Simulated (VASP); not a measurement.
# TaN (P6_3/mmc) in VASP: notebook

Runs on TaN. Level: PBE. Tasks: single point.

Everything below comes from runs of VASP 6.6.1. Logs are shortened: lines on timing, memory, paths and dates and some standing lists are left out, and cuts for length are marked.

### 1 The cell of the first run

It takes space group P6_3/mmc (No. 194, hexagonal). Conventional cell: a = 2.922 Å, b = 2.922 Å, c = 5.917 Å, α = 90.00°, β = 90.00°, γ = 120.00°. Ta (site symmetry -3m) has 6 N at 2.24 Å and 8 Ta at 2.92 to 2.96 Å within 3.0 Å. Within 3.0 Å of N (site symmetry -6m2) lie 6 Ta at 2.24 Å and 6 N at 2.92 Å.

### 2 Single point, PBE

INCAR

```
PREC     = Accurate       # precision mode
ENCUT    = 520            # plane-wave cutoff, eV
EDIFF    = 1E-6           # SCF threshold, eV
ISMEAR   = -1             # smearing method
SIGMA    = 0.05           # smearing width, eV
LREAL    = F              # projectors in reciprocal space
LASPH    = T              # aspherical terms in the spheres
NELM     = 60             # most SCF steps
ALGO     = Normal         # electronic algorithm
ISIF     = 2              # what is computed and relaxed
LWAVE    = F              # write WAVECAR
LCHARG   = F              # write CHGCAR
GGA      = PE             # functional
NBANDS   = 24             # bands
```

KPOINTS

```
regular mesh
0
Gamma
  6 6 3
```

POSCAR

```
TaN
1.0
    2.9217699809      0.0000000000      0.0000000000
   -1.4608849905      2.5303270275      0.0000000000
    0.0000000000      0.0000000000      5.9165150000
Ta N
2 2
Direct
    0.0000000000      0.0000000000      0.5000000000
    0.0000000000      0.0000000000      0.0000000000
    0.3333333333      0.6666666667      0.2500000000
    0.6666666667      0.3333333333      0.7500000000
```

Potentials or basis: VASP PAW PBE potentials, release 64 (Ta_pv, N).

Run with:

```console
> cat potpaw_PBE.64/Ta_pv/POTCAR potpaw_PBE.64/N/POTCAR > POTCAR
> mpirun -np 1 vasp_std > vasp.out
```

OUTCAR:

```text
PREC = Accurate
   ENCUT = 520
   EDIFF = 1E-6
   ISMEAR = -1
   LREAL = F
   LASPH = T
   NELM = 60
   ISIF = 2
   GGA = PE

 ion  position               nearest neighbor table
   1  0.000  0.000  0.500-   3 2.24   4 2.24   4 2.24   3 2.24   4 2.24   3 2.24   2 2.96   2 2.96

   2  0.000  0.000  0.000-   3 2.24   4 2.24   4 2.24   3 2.24   4 2.24   3 2.24   1 2.96   1 2.96

   3  0.333  0.667  0.250-   1 2.24   2 2.24   1 2.24   2 2.24   1 2.24   2 2.24
   4  0.667  0.333  0.750-   1 2.24   2 2.24   1 2.24   2 2.24   1 2.24   2 2.24

  LATTYP: Found a hexagonal cell.
 ALAT       =     2.9217699809
 C/A-ratio  =     2.0249763119

  Lattice vectors:

 A1 = (   2.9217699809,   0.0000000000,   0.0000000000)
 A2 = (  -1.4608849905,   2.5303270275,   0.0000000000)
 A3 = (   0.0000000000,   0.0000000000,   5.9165150000)

Analysis of symmetry for initial positions (statically):
=====================================================================
 Subroutine PRICEL returns:
 Original cell was already a primitive cell.

 Routine SETGRP: Setting up the symmetry group for a
 hexagonal supercell.

 Subroutine GETGRP returns: Found 24 space group operations
 (whereof 12 operations were pure point group operations)
 out of a pool of 24 trial point group operations.

The static configuration has the point symmetry D_3d.
 The point group associated with its full space group is D_6h.

Analysis of symmetry for dynamics (positions and initial velocities):
=====================================================================
 Subroutine PRICEL returns:
 Original cell was already a primitive cell.

 Routine SETGRP: Setting up the symmetry group for a
 hexagonal supercell.

 Subroutine GETGRP returns: Found 24 space group operations
 (whereof 12 operations were pure point group operations)
 out of a pool of 24 trial point group operations.

The dynamic configuration has the point symmetry D_3d.
 The point group associated with its full space group is D_6h.

 Subroutine INISYM returns: Found 24 space group operations
 (whereof 12 operations are pure point group operations),
 and found     1 'primitive' translations

----------------------------------------------------------------------------------------

                                     Primitive cell

  volume of cell :      43.7410

  direct lattice vectors                    reciprocal lattice vectors
     2.921769981  0.000000000  0.000000000     0.342258291  0.197602916  0.000000000
    -1.460884991  2.530327027  0.000000000     0.000000000  0.395205833  0.000000000
     0.000000000  0.000000000  5.916515000     0.000000000  0.000000000  0.169018417

  length of vectors
     2.921769981  2.921769981  5.916515000     0.395205833  0.395205833  0.169018417

  position of ions in fractional coordinates (direct lattice)
     0.000000000  0.000000000  0.500000000
     0.000000000  0.000000000  0.000000000
     0.333333333  0.666666667  0.250000000
     0.666666667  0.333333333  0.750000000

  ion indices of the primitive-cell ions
   primitive index   ion index
                 1           1
                 2           2
                 3           3
                 4           4

----------------------------------------------------------------------------------------

 KPOINTS: regular mesh

Automatic generation of k-mesh.
 Grid dimensions read from file:
 generate k-points for:    6    6    3

 Generating k-lattice:

  Cartesian coordinates                     Fractional coordinates (reciprocal lattice)
     0.057043048  0.032933819  0.000000000     0.166666667  0.000000000  0.000000000
     0.000000000  0.065867639  0.000000000     0.000000000  0.166666667  0.000000000
     0.000000000  0.000000000  0.056339472     0.000000000  0.000000000  0.333333333

  Length of vectors
     0.065867639  0.065867639  0.056339472

  Shift w.r.t. Gamma in fractional coordinates (k-lattice)
     0.000000000  0.000000000  0.000000000

 Subroutine IBZKPT returns following result:
 ===========================================

 Found     14 irreducible k-points:

 Following reciprocal coordinates:
            Coordinates               Weight
  0.000000  0.000000  0.000000      1.000000
  0.166667  0.000000  0.000000      6.000000
  0.333333  0.000000  0.000000      6.000000
  0.500000  0.000000  0.000000      3.000000
  0.166667  0.166667  0.000000      6.000000
  0.333333  0.166667  0.000000     12.000000
  0.333333  0.333333  0.000000      2.000000
  0.000000  0.000000  0.333333      2.000000
  0.166667  0.000000  0.333333     12.000000
  0.333333  0.000000  0.333333     12.000000
  0.500000  0.000000  0.333333      6.000000
  0.166667  0.166667  0.333333     12.000000
  0.333333  0.166667  0.333333     24.000000
  0.333333  0.333333  0.333333      4.000000
   k-points           NKPTS =     14   k-points in BZ     NKDIM =     14   number of bands    NBANDS=     24
   number of dos      NEDOS =    301   number of ions     NIONS =      4
   total plane-waves  NPLWV =  27648
   dimension x,y,z NGX =    24 NGY =   24 NGZ =   48
   dimension x,y,z NGXF=    48 NGYF=   48 NGZF=   96
   ions per type =               2   2
   NGX,Y,Z   is equivalent  to a cutoff of  13.66, 13.66, 13.49 a.u.
   NGXF,Y,Z  is equivalent  to a cutoff of  27.31, 27.31, 26.97 a.u.
 SYSTEM =  unknown system
   PREC   = accura    normal or accurate (medium, high low for compatibility)
   ISTART =      0    job   : 0-new  1-cont  2-samecut
   ICHARG =      2    charge: 1-file 2-atom 10-const
   ISPIN  =      1    spin polarized calculation?
   LNONCOLLINEAR =      F non collinear calculations
   LSORBIT =      F    spin-orbit coupling
   LASPH  =      T    aspherical Exc in radial PAW
   ENCUT  =  520.0 eV  38.22 Ry    6.18 a.u.   5.43  5.43 11.00*2*pi/ulx,y,z
   NELM   =     60;   NELMIN=  2; NELMDL= -5     # of ELM steps
   EDIFF  = 0.1E-05   stopping-criterion for ELM
   LREAL  =      F    real-space projection
   EDIFFG = 0.1E-04   stopping-criterion for IOM
   NSW    =      0    number of steps for IOM
   IBRION =     -1    ionic relax: 0-MD 1-quasi-New 2-CG
   NFREE  =      0    steps in history (QN), initial steepest desc. (CG)
   ISIF   =      2    stress and relaxation
   ISYM   =      2    0-nonsym 1-usesym 2-fastsym
   POTIM  = 0.5000    time-step for ionic-motion
   TEBEG  =    0.0;   TEEND  =   0.0 temperature during run
   PSTRESS=    0.0 pullay stress
   NELECT =      32.0000    total number of electrons
   NUPDOWN=      -1.0000    fix difference up-down
   EMIN   =  10.00;   EMAX   =-10.00  energy-range for DOS
   EFERMI =   0.00;   METHOD = LEGACY
   ISMEAR =    -1;   SIGMA  =   0.05  broadening in eV -4-tet -1-fermi 0-gaus
   EFERMI_NEDOS =   21; number of points for ismear=-14 and -15
   IALGO  =     38    algorithm
   IMIX   =      4    mixing-type and parameters
     AMIX     =   0.40;   BMIX     =  1.00
     AMIX_MAG =   1.60;   BMIX_MAG =  1.00
  volume/ion in A,a.u.               =      10.94        73.79
  Fermi-wavevector in a.u.,A,eV,Ry     =   1.475124  2.787581 29.606163  2.175992
  Thomas-Fermi vector in A             =   2.589812
   LORBIT       =      0    0 simple, 1 ext, 2 COOP (PROOUT), +10 PAW based schemes
   GGA     = PE    functional components
   LHFCALC =     F    Hartree Fock is set to
   AEXX    =    0.0000 exact exchange contribution
   IVDW    =     0    specifies the selected vdW correction
   LEPSILON=     F    determine dielectric tensor
   LRPA    =     F    only Hartree local field effects (RPA)
 non-spin polarized calculation
  energy-cutoff  :      520.00
  volume of cell :       43.74
 maximum number of plane-waves:      1223
 NGX is ok and might be reduce to    24
   NGX = 11   NGY = 11   NGZ = 23

 number of electron      32.0000005 magnetization

 Free energy of the ion-electron system (eV)
  ---------------------------------------------------
  ext. energy  EPLUGINS =         0.00000000
  ---------------------------------------------------
  free energy    TOTEN  =       -44.10451144 eV

  energy without entropy =      -44.09676442  energy(sigma->0) =      -44.10063793

 E-fermi :   7.9015     XC(G=0): -13.2674

 val. band max:        7.8762118893   @ k =   0.0000   0.0000   0.0000
 cond. band min:       7.9881180746   @ k =   0.1667   0.0000   0.0000
 fundamental gap:      0.1119061853
 Fermi energy:         7.9014725178

 k-point     1 :       0.0000    0.0000    0.0000
  band No.  band energies     occupation
      1     -27.4964      2.00000
      2     -26.7546      2.00000
      3     -26.5187      2.00000
      4     -26.5187      2.00000
      5     -26.4583      2.00000
      6     -26.4583      2.00000
[... 16 lines left out ...]
     23      12.0392      0.00000
     24      14.0629      0.00000

 k-point     2 :       0.1667    0.0000    0.0000
  band No.  band energies     occupation
      1     -27.4319      2.00000
      2     -26.8019      2.00000
      3     -26.7214      2.00000
      4     -26.7144      2.00000
      5     -26.5801      2.00000
      6     -26.5161      2.00000
[... 16 lines left out ...]
     23      12.6297      0.00000
     24      13.7038      0.00000

 k-point     3 :       0.3333    0.0000    0.0000
  band No.  band energies     occupation
      1     -27.3393      2.00000
      2     -27.2929      2.00000
      3     -27.2127      2.00000
      4     -26.7008      2.00000
      5     -26.6398      2.00000
      6     -26.6297      2.00000
[... 16 lines left out ...]
     23      14.2659      0.00000
     24      15.2316      0.00000
[... 244 lines left out ...]
 k-point    13 :       0.3333    0.1667    0.3333
  band No.  band energies     occupation
      1     -27.4195      2.00000
      2     -27.3566      2.00000
      3     -27.0806      2.00000
      4     -26.8861      2.00000
      5     -26.8434      2.00000
      6     -26.7645      2.00000
[... 16 lines left out ...]
     23      14.8916      0.00000
     24      15.7933      0.00000

 k-point    14 :       0.3333    0.3333    0.3333
  band No.  band energies     occupation
      1     -27.2366      2.00000
      2     -27.2366      2.00000
      3     -27.1792      2.00000
      4     -27.1792      2.00000
      5     -27.0509      2.00000
      6     -26.7421      2.00000
[... 16 lines left out ...]
     23      16.0854      0.00000
     24      16.0854      0.00000

------------------------ aborting loop because EDIFF is reached ----------------------------------------

  FORCE on cell =-STRESS in cart. coord.  units (eV):
  Direction    XX          YY          ZZ          XY          YZ          ZX
  --------------------------------------------------------------------------------------
  -------------------------------------------------------------------------------------
  Total       -0.0627747     -0.0627747     -0.5698036      0.0000000     -0.0000000      0.0000000
  in kB       -2.2993580     -2.2993580    -20.8711850      0.0000000     -0.0000000      0.0000000
  external PRESSURE =      -8.4899670 kB  Pullay stress =       0.0000000 kB

 VOLUME and BASIS-vectors are now :
 -----------------------------------------------------------------------------
  energy-cutoff  :      520.00
  volume of cell :       43.74
      direct lattice vectors                 reciprocal lattice vectors
     2.921769981  0.000000000  0.000000000     0.342258291  0.197602916  0.000000000
    -1.460884991  2.530327027  0.000000000     0.000000000  0.395205833  0.000000000
     0.000000000  0.000000000  5.916515000     0.000000000  0.000000000  0.169018417

 POSITION                                       TOTAL-FORCE (eV/Angst)
 -----------------------------------------------------------------------------------
      0.00000      0.00000      2.95826        -0.000000      0.000000      0.000000
      0.00000      0.00000      0.00000        -0.000000      0.000000      0.000000
     -0.00000      1.68688      1.47913        -0.000000      0.000000     -0.000000
      1.46088      0.84344      4.43739         0.000000      0.000000     -0.000000
 -----------------------------------------------------------------------------------
    total drift:                               -0.000000      0.000000      0.000000

  FREE ENERGIE OF THE ION-ELECTRON SYSTEM (eV)
  ---------------------------------------------------
  free  energy   TOTEN  =       -44.1045114364 eV

  energy  without entropy=      -44.0967644242  energy(sigma->0) =      -44.10063793
```

It took 13 s on 1 thread of Intel Xeon Platinum 8488C (Sapphire Rapids), shared host; peak memory 0.17 GiB.

What came out:

```
Free energy            : -44.1045 eV
Pressure               : -0.8 GPa
Band gap on the k mesh : zero (band 16 reaches 8.78 eV, above the bottom of band 17 at 7.59 eV)
```

Caveat: the k points lie up to 0.41 Å⁻¹ apart; spin-orbit coupling is left out, which moves the levels of the heavy elements.

### 3 Single point, PBE

INCAR

```
ALGO = Normal
EDIFF = 1E-6
ENCUT = 520
GGA = PE
ISIF = 2
ISMEAR = 0
LASPH = T
LCHARG = T
LELF = T
LREAL = F
LVHAR = T
LWAVE = F
NBANDS = 24
NELM = 80
PREC = Accurate
SIGMA = 0.011
```

KPOINTS

```
k-points
0
Gamma
  10 10 5
```

POSCAR is that of step 2.

Potentials or basis: VASP PAW PBE potentials, release 64 (Ta_pv, N).

Run with:

```console
> cat potpaw_PBE.64/Ta_pv/POTCAR potpaw_PBE.64/N/POTCAR > POTCAR
> mpirun -np 1 vasp_std > vasp.out
```

OUTCAR:

```text
EDIFF = 1E-6
   ENCUT = 520
   GGA = PE
   ISIF = 2
   ISMEAR = 0
   LASPH = T
   LREAL = F
   NELM = 80
   PREC = Accurate

 ion  position               nearest neighbor table
   1  0.000  0.000  0.500-   3 2.24   4 2.24   4 2.24   3 2.24   4 2.24   3 2.24   2 2.96   2 2.96

   2  0.000  0.000  0.000-   3 2.24   4 2.24   4 2.24   3 2.24   4 2.24   3 2.24   1 2.96   1 2.96

   3  0.333  0.667  0.250-   1 2.24   2 2.24   1 2.24   2 2.24   1 2.24   2 2.24
   4  0.667  0.333  0.750-   1 2.24   2 2.24   1 2.24   2 2.24   1 2.24   2 2.24

  LATTYP: Found a hexagonal cell.
 ALAT       =     2.9217699809
 C/A-ratio  =     2.0249763119

  Lattice vectors:

 A1 = (   2.9217699809,   0.0000000000,   0.0000000000)
 A2 = (  -1.4608849905,   2.5303270275,   0.0000000000)
 A3 = (   0.0000000000,   0.0000000000,   5.9165150000)

Analysis of symmetry for initial positions (statically):
=====================================================================
 Subroutine PRICEL returns:
 Original cell was already a primitive cell.

 Routine SETGRP: Setting up the symmetry group for a
 hexagonal supercell.

 Subroutine GETGRP returns: Found 24 space group operations
 (whereof 12 operations were pure point group operations)
 out of a pool of 24 trial point group operations.

The static configuration has the point symmetry D_3d.
 The point group associated with its full space group is D_6h.

Analysis of symmetry for dynamics (positions and initial velocities):
=====================================================================
 Subroutine PRICEL returns:
 Original cell was already a primitive cell.

 Routine SETGRP: Setting up the symmetry group for a
 hexagonal supercell.

 Subroutine GETGRP returns: Found 24 space group operations
 (whereof 12 operations were pure point group operations)
 out of a pool of 24 trial point group operations.
[... 122 lines left out ...]
   EFERMI_NEDOS =   21; number of points for ismear=-14 and -15
   IALGO  =     38    algorithm
   IMIX   =      4    mixing-type and parameters
     AMIX     =   0.40;   BMIX     =  1.00
     AMIX_MAG =   1.60;   BMIX_MAG =  1.00
  volume/ion in A,a.u.               =      10.94        73.79
  Fermi-wavevector in a.u.,A,eV,Ry     =   1.475124  2.787581 29.606163  2.175992
  Thomas-Fermi vector in A             =   2.589812
   LORBIT       =      0    0 simple, 1 ext, 2 COOP (PROOUT), +10 PAW based schemes
   GGA     = PE    functional components
   LHFCALC =     F    Hartree Fock is set to
   AEXX    =    0.0000 exact exchange contribution
   IVDW    =     0    specifies the selected vdW correction
   LEPSILON=     F    determine dielectric tensor
   LRPA    =     F    only Hartree local field effects (RPA)
 non-spin polarized calculation
 Gauss-broadening in eV      SIGMA  =   0.01
  energy-cutoff  :      520.00
  volume of cell :       43.74
 maximum number of plane-waves:      1223
 NGX is ok and might be reduce to    24
   NGX = 11   NGY = 11   NGZ = 23

 number of electron      32.0000005 magnetization

 Free energy of the ion-electron system (eV)
  ---------------------------------------------------
  ext. energy  EPLUGINS =         0.00000000
  ---------------------------------------------------
  free energy    TOTEN  =       -44.02344932 eV

  energy without entropy =      -44.02333005  energy(sigma->0) =      -44.02338968

 E-fermi :   8.0874     XC(G=0): -13.2679

 val. band max:        8.0821409444   @ k =   0.1000   0.1000   0.4000
 cond. band min:       8.1257505626   @ k =   0.1000   0.0000   0.2000
 fundamental gap:      0.0436096182
 Fermi energy:         8.0874029123

 k-point     1 :       0.0000    0.0000    0.0000
  band No.  band energies     occupation
      1     -27.4991      2.00000
      2     -26.7564      2.00000
      3     -26.5057      2.00000
      4     -26.5057      2.00000
      5     -26.4452      2.00000
      6     -26.4452      2.00000
[... 637 lines left out ...]
     23      14.3264      0.00000
     24      15.7111      0.00000

 [... further k-points ...]

------------------------ aborting loop because EDIFF is reached ----------------------------------------

  FORCE on cell =-STRESS in cart. coord.  units (eV):
  Direction    XX          YY          ZZ          XY          YZ          ZX
  --------------------------------------------------------------------------------------
  -------------------------------------------------------------------------------------
  Total       -0.1270716     -0.1270716     -0.0612254      0.0000000     -0.0000000      0.0000000
  in kB       -4.6544735     -4.6544735     -2.2426081      0.0000000     -0.0000000      0.0000000
  external PRESSURE =      -3.8505184 kB  Pullay stress =       0.0000000 kB

 VOLUME and BASIS-vectors are now :
 -----------------------------------------------------------------------------
  energy-cutoff  :      520.00
  volume of cell :       43.74
      direct lattice vectors                 reciprocal lattice vectors
     2.921769981  0.000000000  0.000000000     0.342258291  0.197602916  0.000000000
    -1.460884991  2.530327027  0.000000000     0.000000000  0.395205833  0.000000000
     0.000000000  0.000000000  5.916515000     0.000000000  0.000000000  0.169018417

 POSITION                                       TOTAL-FORCE (eV/Angst)
 -----------------------------------------------------------------------------------
      0.00000      0.00000      2.95826        -0.000000      0.000000      0.000000
      0.00000      0.00000      0.00000        -0.000000      0.000000      0.000000
     -0.00000      1.68688      1.47913        -0.000000      0.000000     -0.000000
      1.46088      0.84344      4.43739         0.000000     -0.000000      0.000000
 -----------------------------------------------------------------------------------
    total drift:                               -0.000000      0.000000      0.000000

  FREE ENERGIE OF THE ION-ELECTRON SYSTEM (eV)
  ---------------------------------------------------
  free  energy   TOTEN  =       -44.0234493182 eV

  energy  without entropy=      -44.0233300476  energy(sigma->0) =      -44.02338968
```

It took 32 s on 1 thread of Intel Xeon Platinum 8259CL at 2.50GHz (Skylake/Cascade Lake), shared host; peak memory 0.19 GiB.

Results:

| Quantity | Value |
| --- | --- |
| Free energy | -44.0234 eV |
| Pressure | -0.4 GPa |
| Band gap on the k mesh | zero (band 16 reaches 8.71 eV, above the bottom of band 17 at 7.89 eV) |

Caveat: spin-orbit coupling is left out, which moves the levels of the heavy elements.

(Part 1 of 2 ends here.)
